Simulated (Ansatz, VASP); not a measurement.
## Be in VASP and in Ansatz

```
Be
1.0
     2.22606    0.00000    0.00000
    -1.11303    1.92782    0.00000
     0.00000    0.00000    3.51631
Be
2
Cartesian
  0.0000 1.2852 0.8791
  1.1130 0.6426 2.6372
```

Alike in both runs: functional LDA; k mesh 21 × 21 × 12; occupations gaussian, width 0.1 eV; no spin polarisation.

Ansatz relaxed the structure, and its values are those at the end. VASP's run is a single point on that final structure, the one shown.

|  | VASP | Ansatz |
| --- | --- | --- |
| version | VASP 6.6.1 | Ansatz 0.2.0 |
| potentials or method | VASP PAW LDA potentials, release 64 (Be), cutoff 520 eV | scalar-relativistic, plane waves, PAW |
| valence electrons in the cell | 4 | 4 |

Ansatz gave:

- gap on the k mesh at the Fermi level (eV): none
- pressure (GPa): 0.0

**Question.** What did VASP give for the same quantities?

**Answer.** gap on the k mesh at the Fermi level (eV): none; pressure (GPa): 0.5.

LDA's correlation is that of Perdew and Zunger in VASP and of Perdew and Wang (1992) in Ansatz. A gap of «none» marks a metal or a gap that the smearing closes.
